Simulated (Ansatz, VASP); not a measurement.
## Two plane-wave programs on Fe

```xyz
1
Lattice="2.2880 0.0000 0.0000 0.0000 2.2880 0.0000 0.0000 0.0000 2.2880" Properties=species:S:1:pos:R:3 pbc="T T T"
Fe    0.0000    0.0000    0.0000
```

Alike in both runs: task single point; functional RPBE; k mesh 15 × 15 × 15; occupations fermi-dirac, width 0.1 eV; no spin polarisation.

|  | VASP | Ansatz |
| --- | --- | --- |
| version | VASP 6.6.1 | Ansatz 0.2.0 |
| potentials or method | VASP PAW PBE potentials, release 64 (Fe), cutoff 520 eV | plane waves (420 eV) with PAW, scalar-relativistic |
| valence electrons in the cell | 8 | 16 |

VASP gave:

- pressure (GPa): -0.8

What did Ansatz give for the same quantities?

Pressure (GPa): 0.0.

VASP's potentials were made for PBE, not for RPBE. The functional is the same, so the differences come from potentials, cutoffs and numerics. VASP's potentials hold 8 valence electrons a cell and Ansatz's 16, so a difference there can come from the potentials and not from the codes.
